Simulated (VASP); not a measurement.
# Ni (Fm-3m) in VASP: notebook

Ni is run at these levels: PBEsol; tasks: single point.

All numbers are computed with VASP 6.6.1; they aren't measurements. Logs are shortened: lines on timing, memory, paths and dates and some standing lists are left out, and cuts for length are marked.

**1. The cell of the first run**

It takes space group Fm-3m (No. 225, cubic). The conventional cell has a = 3.544 Å, b = 3.544 Å, c = 3.544 Å, α = 90.00°, β = 90.00°, γ = 90.00°. Within 3.3 Å of Ni (site symmetry m-3m) lie 12 Ni at 2.51 Å.

**2. Single point, PBEsol, collinear spin, zero start**

Contents of INCAR:

```
  ALGO = Normal
  EDIFF = 1E-7
  ENCUT = 520
  GGA = PS
  ISIF = 2
  ISMEAR = -1
  ISPIN = 2
  LASPH = T
  LCHARG = F
  LMAXMIX = 4
  LORBIT = 11
  LREAL = F
  LWAVE = F
  MAGMOM = 0
  NBANDS = 15
  NELM = 150
  NUPDOWN = 0.0
  PREC = Accurate
  SIGMA = 0.1
```

Contents of KPOINTS:

```
k-points
0
Gamma
  15 15 15
```

Contents of POSCAR:

```
Ni
1.0
    0.0000000000      1.7720000000      1.7720000000
    1.7720000000      0.0000000000      1.7720000000
    1.7720000000      1.7720000000      0.0000000000
Ni
1
Direct
    0.0000000000      0.0000000000      0.0000000000
```

Potentials or basis: VASP PAW PBE potentials, release 64 (Ni).

On the command line:

```bash
$ cat potpaw_PBE.64/Ni/POTCAR > POTCAR
$ mpirun -np 1 vasp_std > vasp.out
```

OUTCAR:

```text
EDIFF = 1E-7
   ENCUT = 520
   GGA = PS
   ISIF = 2
   ISMEAR = -1
   ISPIN = 2
   LASPH = T
   LORBIT = 11
   LREAL = F
   NELM = 150
   NUPDOWN = 0.0
   PREC = Accurate

 ion  position               nearest neighbor table
   1  0.000  0.000  0.000-

  LATTYP: Found a face centered cubic cell.
 ALAT       =     3.5440000000

  Lattice vectors:

 A1 = (   0.0000000000,   1.7720000000,   1.7720000000)
 A2 = (   1.7720000000,   0.0000000000,   1.7720000000)
 A3 = (   1.7720000000,   1.7720000000,   0.0000000000)

Analysis of symmetry for initial positions (statically):
=====================================================================
 Subroutine PRICEL returns:
 Original cell was already a primitive cell.

 Routine SETGRP: Setting up the symmetry group for a
 face centered cubic supercell.

 Subroutine GETGRP returns: Found 48 space group operations
 (whereof 48 operations were pure point group operations)
 out of a pool of 48 trial point group operations.

The static configuration has the point symmetry O_h .

Analysis of symmetry for dynamics (positions and initial velocities):
=====================================================================
 Subroutine PRICEL returns:
 Original cell was already a primitive cell.

 Routine SETGRP: Setting up the symmetry group for a
 face centered cubic supercell.

 Subroutine GETGRP returns: Found 48 space group operations
 (whereof 48 operations were pure point group operations)
 out of a pool of 48 trial point group operations.

The dynamic configuration has the point symmetry O_h .

Analysis of structural, dynamic, and magnetic symmetry:
=====================================================================
 Subroutine PRICEL returns:
 Original cell was already a primitive cell.

 Routine SETGRP: Setting up the symmetry group for a
 face centered cubic supercell.

 Subroutine GETGRP returns: Found 48 space group operations
 (whereof 48 operations were pure point group operations)
 out of a pool of 48 trial point group operations.

The overall configuration has the point symmetry O_h .

 Subroutine INISYM returns: Found 48 space group operations
 (whereof 48 operations are pure point group operations),
 and found     1 'primitive' translations

----------------------------------------------------------------------------------------

                                     Primitive cell

  volume of cell :      11.1281

  direct lattice vectors                    reciprocal lattice vectors
     0.000000000  1.772000000  1.772000000    -0.282167043  0.282167043  0.282167043
[... 115 lines left out ...]
 spin polarized calculation
  energy-cutoff  :      520.00
  volume of cell :       11.13
 maximum number of plane-waves:       311
   NGX =  9   NGY =  9   NGZ =  9

 number of electron      10.0000009 magnetization       0.0000000

 number of electron      10.0000009 magnetization      -0.0000000

 Free energy of the ion-electron system (eV)
  ---------------------------------------------------
  ext. energy  EPLUGINS =         0.00000000
  ---------------------------------------------------
  free energy    TOTEN  =        -6.09880832 eV

  energy without entropy =       -6.01071068  energy(sigma->0) =       -6.05475950

 E-fermi :   8.7150     XC(G=0): -13.3003

 val. band max:        8.7146885668   @ k =  -0.3333   0.4000   0.1333
 cond. band min:       8.7212176563   @ k =  -0.4000   0.4000   0.1333
 fundamental gap:      0.0065290895
 Fermi energy:         8.7149515243

 spin component 1

 k-point     1 :       0.0000    0.0000    0.0000
  band No.  band energies     occupation
      1      -0.0363      1.00000
      2       6.8895      1.00000
      3       6.8895      1.00000
      4       6.8895      1.00000
      5       7.9660      0.99944
      6       7.9660      0.99944
      7      32.3182      0.00000
      8      36.0421      0.00000
      9      36.0421      0.00000
     10      36.0421      0.00000
     11      38.9513      0.00000
     12      38.9513      0.00000
     13      38.9513      0.00000
     14      41.9136      0.00000
[... 403 lines left out ...]
      4       7.2636      1.00000
      5       7.6272      0.99998
      6       8.1411      0.99679
      7      28.2907      0.00000
      8      30.7904      0.00000
      9      31.2932      0.00000
     10      33.5278      0.00000
     11      37.7550      0.00000
     12      42.3070      0.00000
     13      44.0224      0.00000
     14      44.6089      0.00000
     15      49.2596      0.00000

 [... further k-points ...]

 spin component 2

 k-point     1 :       0.0000    0.0000    0.0000
  band No.  band energies     occupation
      1      -0.0363      1.00000
      2       6.8895      1.00000
      3       6.8895      1.00000
      4       6.8895      1.00000
      5       7.9660      0.99944
      6       7.9660      0.99944
      7      32.3182      0.00000
      8      36.0421      0.00000
      9      36.0421      0.00000
     10      36.0421      0.00000
     11      38.9513      0.00000
     12      38.9513      0.00000
     13      38.9513      0.00000
     14      41.9135      0.00000
[... 403 lines left out ...]
      4       7.2636      1.00000
      5       7.6272      0.99998
      6       8.1411      0.99679
      7      28.2907      0.00000
      8      30.7904      0.00000
      9      31.2932      0.00000
     10      33.5278      0.00000
     11      37.7550      0.00000
     12      42.3070      0.00000
     13      44.0224      0.00000
     14      44.6089      0.00000
     15      49.2589      0.00000

 [... further k-points ...]
[... 5 lines left out ...]
  --------------------------------------------------------------------------------------
  -------------------------------------------------------------------------------------
  Total       -0.9646872     -0.9646872     -0.9646872      0.0000000      0.0000000      0.0000000
  in kB     -138.8915847   -138.8915847   -138.8915847      0.0000000      0.0000000      0.0000000
  external PRESSURE =    -138.8915847 kB  Pullay stress =       0.0000000 kB

 VOLUME and BASIS-vectors are now :
 -----------------------------------------------------------------------------
  energy-cutoff  :      520.00
  volume of cell :       11.13
      direct lattice vectors                 reciprocal lattice vectors
     0.000000000  1.772000000  1.772000000    -0.282167043  0.282167043  0.282167043
     1.772000000  0.000000000  1.772000000     0.282167043 -0.282167043  0.282167043
     1.772000000  1.772000000  0.000000000     0.282167043  0.282167043 -0.282167043

 POSITION                                       TOTAL-FORCE (eV/Angst)
 -----------------------------------------------------------------------------------
      0.00000      0.00000      0.00000        -0.000000     -0.000000     -0.000000
 -----------------------------------------------------------------------------------
    total drift:                                0.000000      0.000000      0.000000

  FREE ENERGIE OF THE ION-ELECTRON SYSTEM (eV)
  ---------------------------------------------------
  free  energy   TOTEN  =        -6.0988083172 eV

  energy  without entropy=       -6.0107106774  energy(sigma->0) =       -6.05475950

 total charge

# of ion       s       p       d       tot
------------------------------------------
    1        0.487   0.478   8.310   9.276

 magnetization (x)

# of ion       s       p       d       tot
------------------------------------------
    1        0.000   0.000  -0.000  -0.000
```

stdout:

```text
POSCAR found type information on POSCAR Ni
 POSCAR found :  1 types and       1 ions
 scaLAPACK will be used
 -----------------------------------------------------------------------------
|                                                                             |
|                                                                             |
|     You enforced a specific xc type in the INCAR file but a different       |
|     I HOPE YOU KNOW WHAT YOU ARE DOING!                                     |
|                                                                             |
 -----------------------------------------------------------------------------

 LDA part: xc-table for (Slater+PW92), standard interpolation
 POSCAR, INCAR and KPOINTS ok, starting setup
 FFT: planning ... GRIDC
 FFT: planning ... GRID_SOFT
 FFT: planning ... GRID
 WAVECAR not read
 entering main loop
```

Wall time 31 s (1 thread of Intel Xeon Platinum 8375C at 2.90GHz (Ice Lake), shared host); peak memory 0.15 GiB.

Results:

- Free energy: -6.0988 eV
- Pressure: -13.9 GPa
- Net moment: 0.00 μB per cell
- Valence electrons inside the program's atomic spheres: Ni 9.28

Caveat: the PAW data sets were made with another functional, which shifts forces and pressure a little; the total moment is fixed, so each spin has its own Fermi level.

**3. Single point, PBEsol, collinear spin, ferromagnetic start**

Contents of INCAR:

```
SYSTEM = Ni
PREC     = Accurate       ! precision mode
ENCUT    = 520            ! plane-wave cutoff, eV
EDIFF    = 1E-6           ! SCF threshold, eV
ISMEAR   = -1             ! smearing method
SIGMA    = 0.1            ! smearing width, eV
LREAL    = .FALSE.        ! projectors in reciprocal space
LASPH    = .TRUE.         ! aspherical terms in the spheres
NELM     = 150            ! most SCF steps
ALGO     = Normal         ! electronic algorithm
ISIF     = 2              ! what is computed and relaxed
LWAVE    = .FALSE.        ! write WAVECAR
LCHARG   = .FALSE.        ! write CHGCAR
ISPIN    = 2              ! spin polarisation
MAGMOM   = 2              ! initial moments
LORBIT   = 11             ! projections on sites
LMAXMIX  = 4              ! l up to which the mixer works
GGA      = PS             ! functional
NBANDS   = 15             ! bands
```

Contents of KPOINTS:

```
Automatic mesh
0
G
  15 15 15
  0 0 0
```

POSCAR is that of step 2.

Potentials or basis: VASP PAW PBE potentials, release 64 (Ni).

On the command line:

```bash
$ cat potpaw_PBE.64/Ni/POTCAR > POTCAR
$ mpirun -np 1 vasp_std > vasp.out
```

Wall time 32 s (1 thread of Intel Xeon Platinum 8375C at 2.90GHz (Ice Lake), shared host); peak memory 0.15 GiB.

It converged, with:

| Item | Value |
| --- | --- |
| Free energy | -6.1315 eV |
| Pressure | -12.9 GPa |
| Net moment | 0.63 μB per cell |
| Site moments | Ni +0.64 μB |
| Valence electrons inside the program's atomic spheres | Ni 9.27 |

Levels at points of the mesh, in eV from the Fermi level:
Spin up:
| k point | band 2 | band 3 | band 4 | band 5 | band 6 | band 7 | band 8 | band 9 |
| --- | --- | --- | --- | --- | --- | --- | --- | --- |
| (0.00, 0.00, 0.00) | -2.35 | -2.35 | -2.35 | -1.23 | -1.23 | 23.52 | 27.18 | 27.18 |
Spin down:
```csv
k point,band 2,band 3,band 4,band 5,band 6,band 7,band 8,band 9
"(0.00, 0.00, 0.00)",-1.63,-1.63,-1.63,-0.60,-0.60,23.40,27.18,27.18
```

Caveat: the PAW data sets were made with another functional, which shifts forces and pressure a little.

(Part 1 of 2 ends here.)
